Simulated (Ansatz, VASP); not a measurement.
**Ta in VASP and in Ansatz**

```
Ta
1.0
    -1.62767    1.62767    1.62767
     1.62767   -1.62767    1.62767
     1.62767    1.62767   -1.62767
Ta
1
Direct
  0.00000 0.00000 0.00000
```

Alike in both runs: task single point; functional LDA; k mesh 4 × 4 × 4; occupations fermi-dirac, width 0.1 eV; no spin polarisation.

|  | VASP | Ansatz |
| --- | --- | --- |
| version | VASP 6.6.1 | Ansatz 0.2.0 |
| potentials or method | VASP PAW LDA potentials, release 64 (Ta_pv), cutoff 520 eV | plane waves (420 eV) with PAW, scalar-relativistic |
| valence electrons in the cell | 11 | 13 |

```csv
,VASP,Ansatz,Ansatz less VASP
pressure (GPa),2.2,1.2,-1.06
```

Ansatz warns that its potentials were made for another functional, while VASP's fit it. LDA's correlation is that of Perdew and Zunger in VASP and of Perdew and Wang (1992) in Ansatz. VASP's potentials hold 11 valence electrons a cell and Ansatz's 13, so a difference there can come from the potentials and not from the codes.

The k mesh is coarse, so the values compare programs but aren't converged. Neither program's run includes spin-orbit coupling.
